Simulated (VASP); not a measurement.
# Ir2Rh3 (P-3m1) in VASP: single point with PBE

Aim: the single point of Ir2Rh3 with PBE.

Program: VASP 6.6.1. These are calculated values, not measurements. Logs are shortened: lines on timing, memory, paths and dates and some standing lists are left out, and cuts for length are marked.

### Step 1. The cell of the first run

The structure is trigonal, space group P-3m1 (No. 164). Conventional cell: a = 2.736 Å, b = 2.736 Å, c = 22.046 Å, α = 90.00°, β = 90.00°, γ = 120.00°. Ir (site symmetry 3m) has 12 Ir at 2.73 to 2.74 Å within 3.6 Å. Within 3.6 Å of Ir (site symmetry 3m) lie 3 Rh at 2.71 Å and 9 Ir at 2.73 to 2.74 Å. Rh (site symmetry 3m) has 9 Rh at 2.71 to 2.74 Å and 3 Ir at 2.71 Å within 3.6 Å. Rh (site symmetry 3m) has 12 Rh at 2.70 to 2.74 Å within 3.6 Å. Within 3.6 Å of Rh (site symmetry 3m) lie 12 Rh at 2.70 to 2.74 Å.

### Step 2. Single point, PBE

The input, INCAR:

```
PREC = Accurate
ENCUT = 500
EDIFF = 1E-6
ISMEAR = 0
SIGMA = 0.2
LREAL = False
LASPH = True
NELM = 300
ALGO = All
ISIF = 2
LWAVE = False
LCHARG = False
GGA = PE
NBANDS = 74
GGA_COMPAT = False
ISEARCH = 1
KPAR = 4
```

The input, KPOINTS:

```
Automatic mesh
0
Gamma
  12 12 1
```

The input, POSCAR:

```
Ir2Rh3
1.0
    2.7362186974      0.0000000289      0.0000000000
   -1.3681093737      2.3696348878      0.0000000000
    0.0000000000      0.0000000000     22.0459703000
Ir Rh
4 6
Direct
    0.3333333333      0.6666666667      0.9492690000
    0.3333333333      0.6666666667      0.1514530000
    0.6666666667      0.3333333333      0.8485470000
    0.6666666667      0.3333333333      0.0507310000
    0.3333333333      0.6666666667      0.7485190000
    0.3333333333      0.6666666667      0.3513030000
    0.3333333333      0.6666666667      0.5495970000
    0.6666666667      0.3333333333      0.2514810000
    0.6666666667      0.3333333333      0.4504030000
    0.6666666667      0.3333333333      0.6486970000
```

Potentials or basis: VASP PAW PBE potentials, release 64 (Ir, Rh_pv).

Launch:

```sh
$ cat potpaw_PBE.64/Ir/POTCAR potpaw_PBE.64/Rh_pv/POTCAR > POTCAR
$ mpirun -np 4 vasp_std > vasp.out
```

OUTCAR:

```text
PREC = Accurate
   ENCUT = 500
   EDIFF = 1E-6
   ISMEAR = 0
   LREAL = False
   LASPH = True
   NELM = 300
   ISIF = 2
   GGA = PE

 ion  position               nearest neighbor table
   1  0.333  0.667  0.949-   3 2.73   3 2.73   3 2.73   4 2.74   4 2.74   4 2.74
   2  0.333  0.667  0.151-   8 2.71   8 2.71   8 2.71   4 2.73   4 2.73   4 2.73
   3  0.667  0.333  0.849-   5 2.71   5 2.71   5 2.71   1 2.73   1 2.73   1 2.73
   4  0.667  0.333  0.051-   2 2.73   2 2.73   2 2.73   1 2.74   1 2.74   1 2.74
   5  0.333  0.667  0.749-  10 2.71  10 2.71  10 2.71   3 2.71   3 2.71   3 2.71
   6  0.333  0.667  0.351-   9 2.70   9 2.70   9 2.70   8 2.71   8 2.71   8 2.71
   7  0.333  0.667  0.550-  10 2.70  10 2.70  10 2.70   9 2.70   9 2.70   9 2.70
   8  0.667  0.333  0.251-   6 2.71   6 2.71   6 2.71   2 2.71   2 2.71   2 2.71
   9  0.667  0.333  0.450-   6 2.70   6 2.70   6 2.70   7 2.70   7 2.70   7 2.70
  10  0.667  0.333  0.649-   7 2.70   7 2.70   7 2.70   5 2.71   5 2.71   5 2.71

  LATTYP: Found a hexagonal cell.
 ALAT       =     2.7362186974
 C/A-ratio  =     8.0570936530

  Lattice vectors:

 A1 = (   2.7362186974,   0.0000000289,   0.0000000000)
 A2 = (  -1.3681093737,   2.3696348878,   0.0000000000)
 A3 = (   0.0000000000,   0.0000000000,  22.0459703000)

Analysis of symmetry for initial positions (statically):
=====================================================================
 Subroutine PRICEL returns:
 Original cell was already a primitive cell.

 Routine SETGRP: Setting up the symmetry group for a
 hexagonal supercell.

 Subroutine GETGRP returns: Found 12 space group operations
 (whereof 12 operations were pure point group operations)
 out of a pool of 24 trial point group operations.

The static configuration has the point symmetry D_3d.

Analysis of symmetry for dynamics (positions and initial velocities):
=====================================================================
 Subroutine PRICEL returns:
 Original cell was already a primitive cell.

 Routine SETGRP: Setting up the symmetry group for a
 hexagonal supercell.

 Subroutine GETGRP returns: Found 12 space group operations
 (whereof 12 operations were pure point group operations)
 out of a pool of 24 trial point group operations.

The dynamic configuration has the point symmetry D_3d.

 Subroutine INISYM returns: Found 12 space group operations
 (whereof 12 operations are pure point group operations),
 and found     1 'primitive' translations

----------------------------------------------------------------------------------------

                                     Primitive cell

  volume of cell :     142.9425

  direct lattice vectors                    reciprocal lattice vectors
     2.736218697  0.000000029  0.000000000     0.365467861  0.211002973  0.000000000
    -1.368109374  2.369634888  0.000000000    -0.000000004  0.422005938  0.000000000
     0.000000000  0.000000000 22.045970300     0.000000000  0.000000000  0.045359764

  length of vectors
     2.736218697  2.736218697 22.045970300     0.422005938  0.422005938  0.045359764

  position of ions in fractional coordinates (direct lattice)
     0.333333333  0.666666667  0.949269000
     0.333333333  0.666666667  0.151453000
     0.666666667  0.333333333  0.848547000
     0.666666667  0.333333333  0.050731000
     0.333333333  0.666666667  0.748519000
     0.333333333  0.666666667  0.351303000
     0.333333333  0.666666667  0.549597000
     0.666666667  0.333333333  0.251481000
     0.666666667  0.333333333  0.450403000
     0.666666667  0.333333333  0.648697000

  ion indices of the primitive-cell ions
   primitive index   ion index
                 1           1
                 2           2
                 3           3
                 4           4
                 5           5
                 6           6
                 7           7
                 8           8
                 9           9
                10          10

----------------------------------------------------------------------------------------

 KPOINTS: Automatic mesh

Automatic generation of k-mesh.
 Grid dimensions read from file:
 generate k-points for:   12   12    1

 Generating k-lattice:

  Cartesian coordinates                     Fractional coordinates (reciprocal lattice)
     0.030455655  0.017583581  0.000000000     0.083333333 -0.000000000  0.000000000
    -0.000000000  0.035167162  0.000000000     0.000000000  0.083333333  0.000000000
     0.000000000  0.000000000  0.045359764     0.000000000  0.000000000  1.000000000

  Length of vectors
     0.035167162  0.035167162  0.045359764

  Shift w.r.t. Gamma in fractional coordinates (k-lattice)
     0.000000000  0.000000000  0.000000000

 Subroutine IBZKPT returns following result:
 ===========================================

 Found     19 irreducible k-points:

 Following reciprocal coordinates:
            Coordinates               Weight
  0.000000  0.000000  0.000000      1.000000
  0.083333 -0.000000  0.000000      6.000000
  0.166667  0.000000  0.000000      6.000000
  0.250000  0.000000  0.000000      6.000000
  0.333333  0.000000  0.000000      6.000000
  0.416667 -0.000000  0.000000      6.000000
[... 11 lines left out ...]
  0.333333  0.250000  0.000000     12.000000
  0.333333  0.333333  0.000000      2.000000
   k-points           NKPTS =     19   k-points in BZ     NKDIM =     19   number of bands    NBANDS=     74
   number of dos      NEDOS =    301   number of ions     NIONS =     10
   total plane-waves  NPLWV =  64800
   dimension x,y,z NGX =    20 NGY =   20 NGZ =  162
   dimension x,y,z NGXF=    40 NGYF=   40 NGZF=  324
   ions per type =               4   6
   NGX,Y,Z   is equivalent  to a cutoff of  12.15, 12.15, 12.22 a.u.
   NGXF,Y,Z  is equivalent  to a cutoff of  24.30, 24.30, 24.43 a.u.
 SYSTEM =  unknown system
   PREC   = accura    normal or accurate (medium, high low for compatibility)
   ISTART =      0    job   : 0-new  1-cont  2-samecut
   ICHARG =      2    charge: 1-file 2-atom 10-const
   ISPIN  =      1    spin polarized calculation?
   LNONCOLLINEAR =      F non collinear calculations
   LSORBIT =      F    spin-orbit coupling
   LASPH  =      T    aspherical Exc in radial PAW
   ENCUT  =  500.0 eV  36.75 Ry    6.06 a.u.   4.99  4.99 40.19*2*pi/ulx,y,z
   NELM   =    300;   NELMIN=  2; NELMDL= -5     # of ELM steps
   EDIFF  = 0.1E-05   stopping-criterion for ELM
   LREAL  =      F    real-space projection
   EDIFFG = 0.1E-04   stopping-criterion for IOM
   NSW    =      0    number of steps for IOM
   IBRION =     -1    ionic relax: 0-MD 1-quasi-New 2-CG
   NFREE  =      0    steps in history (QN), initial steepest desc. (CG)
   ISIF   =      2    stress and relaxation
   ISYM   =      2    0-nonsym 1-usesym 2-fastsym
   POTIM  = 0.5000    time-step for ionic-motion
   TEBEG  =    0.0;   TEEND  =   0.0 temperature during run
   PSTRESS=    0.0 pullay stress
   NELECT =     126.0000    total number of electrons
   NUPDOWN=      -1.0000    fix difference up-down
   EMIN   =  10.00;   EMAX   =-10.00  energy-range for DOS
   EFERMI =   0.00;   METHOD = LEGACY
   ISMEAR =     0;   SIGMA  =   0.20  broadening in eV -4-tet -1-fermi 0-gaus
   EFERMI_NEDOS =   21; number of points for ismear=-14 and -15
   IALGO  =     58    algorithm
   IMIX   =      4    mixing-type and parameters
     AMIX     =   0.40;   BMIX     =  1.00
     AMIX_MAG =   1.60;   BMIX_MAG =  1.00
  volume/ion in A,a.u.               =      14.29        96.46
  Fermi-wavevector in a.u.,A,eV,Ry     =   1.569680  2.966266 33.523341  2.463896
  Thomas-Fermi vector in A             =   2.671527
   LORBIT       =      0    0 simple, 1 ext, 2 COOP (PROOUT), +10 PAW based schemes
   GGA     = PE    functional components
   LHFCALC =     F    Hartree Fock is set to
   AEXX    =    0.0000 exact exchange contribution
   IVDW    =     0    specifies the selected vdW correction
   LEPSILON=     F    determine dielectric tensor
   LRPA    =     F    only Hartree local field effects (RPA)
 non-spin polarized calculation
 Gauss-broadening in eV      SIGMA  =   0.20
  energy-cutoff  :      500.00
  volume of cell :      142.94
 maximum number of plane-waves:      3675
 NGX is ok and might be reduce to    20
   NGX =  9   NGY =  9   NGZ = 81

 number of electron     126.0000028 magnetization

 Free energy of the ion-electron system (eV)
  ---------------------------------------------------
  ext. energy  EPLUGINS =         0.00000000
  ---------------------------------------------------
  free energy    TOTEN  =       -78.56808568 eV

  energy without entropy =      -78.23968503  energy(sigma->0) =      -78.40388535

 E-fermi :  10.8903     XC(G=0): -13.8415

 val. band max:       10.8804316613   @ k =   0.2500   0.1667   0.0000
 cond. band min:      10.8957623605   @ k =   0.3333   0.0833   0.0000
 fundamental gap:      0.0153306992
 Fermi energy:        10.8902917498

 k-point     1 :       0.0000    0.0000    0.0000
  band No.  band energies     occupation
      1     -36.1546      2.00000
      2     -36.0747      2.00000
      3     -35.9620      2.00000
      4     -35.8067      2.00000
      5     -35.6410      2.00000
      6     -35.6093      2.00000
[... 66 lines left out ...]
     73      11.0237      0.36111
     74      11.0872      0.15736

 k-point     2 :       0.0833   -0.0000    0.0000
  band No.  band energies     occupation
      1     -36.1417      2.00000
      2     -36.0662      2.00000
      3     -35.9596      2.00000
      4     -35.8121      2.00000
      5     -35.6648      2.00000
      6     -35.6408      2.00000
[... 1301 lines left out ...]
 k-point    19 :       0.3333    0.3333    0.0000
  band No.  band energies     occupation
      1     -36.0092      2.00000
      2     -36.0092      2.00000
      3     -35.9723      2.00000
      4     -35.9723      2.00000
      5     -35.9658      2.00000
      6     -35.9554      2.00000
[... 66 lines left out ...]
     73      16.9766      0.00000
     74      17.3544      0.00000

------------------------ aborting loop because EDIFF is reached ----------------------------------------

  FORCE on cell =-STRESS in cart. coord.  units (eV):
  Direction    XX          YY          ZZ          XY          YZ          ZX
  --------------------------------------------------------------------------------------
  -------------------------------------------------------------------------------------
  Total        0.0568959      0.0568959      1.5739727      0.0000000     -0.0000000      0.0000000
  in kB        0.6377202      0.6377202     17.6419385      0.0000000     -0.0000000      0.0000000
  external PRESSURE =       6.3057930 kB  Pullay stress =       0.0000000 kB

 VOLUME and BASIS-vectors are now :
 -----------------------------------------------------------------------------
  energy-cutoff  :      500.00
  volume of cell :      142.94
      direct lattice vectors                 reciprocal lattice vectors
     2.736218697  0.000000029  0.000000000     0.365467861  0.211002973  0.000000000
    -1.368109374  2.369634888  0.000000000    -0.000000004  0.422005938  0.000000000
     0.000000000  0.000000000 22.045970300     0.000000000  0.000000000  0.045359764

 POSITION                                       TOTAL-FORCE (eV/Angst)
 -----------------------------------------------------------------------------------
     -0.00000      1.57976     20.92756         0.000000      0.000000      0.001699
     -0.00000      1.57976      3.33893        -0.000000      0.000000      0.011761
      1.36811      0.78988     18.70704         0.000000      0.000000     -0.011761
      1.36811      0.78988      1.11841         0.000000      0.000000     -0.001699
     -0.00000      1.57976     16.50183        -0.000000      0.000000     -0.013593
     -0.00000      1.57976      7.74482        -0.000000      0.000000      0.005584
     -0.00000      1.57976     12.11640        -0.000000      0.000000     -0.000010
      1.36811      0.78988      5.54414        -0.000000     -0.000000      0.013593
      1.36811      0.78988      9.92957         0.000000     -0.000000      0.000010
      1.36811      0.78988     14.30115         0.000000     -0.000000     -0.005584
 -----------------------------------------------------------------------------------
    total drift:                               -0.000000     -0.000000     -0.000000

  FREE ENERGIE OF THE ION-ELECTRON SYSTEM (eV)
  ---------------------------------------------------
  free  energy   TOTEN  =       -78.5680856804 eV

  energy  without entropy=      -78.2396802059  energy(sigma->0) =      -78.40388294
```

Wall time 12 min (4 MPI ranks of Intel Xeon 6975P-C (Granite Rapids), shared host); peak memory 0.48 GiB.

What came out:

* Free energy: -78.5681 eV
* Pressure: 0.6 GPa
* Largest force: 0.014 eV/Å
* Band gap on the k mesh: zero (bands 63 and 64 overlap by 2.12 eV)

Forces on the atoms (eV/Å):
```
Ir   0.000  0.000  0.002
Ir   0.000  0.000  0.012
Ir   0.000  0.000 -0.012
Ir   0.000  0.000 -0.002
Rh   0.000  0.000 -0.014
Rh   0.000  0.000  0.006
Rh   0.000  0.000  0.000
Rh   0.000  0.000  0.014
Rh   0.000  0.000  0.000
Rh   0.000  0.000 -0.006
```

Caveat: spin-orbit coupling is left out, which moves the levels of the heavy elements.
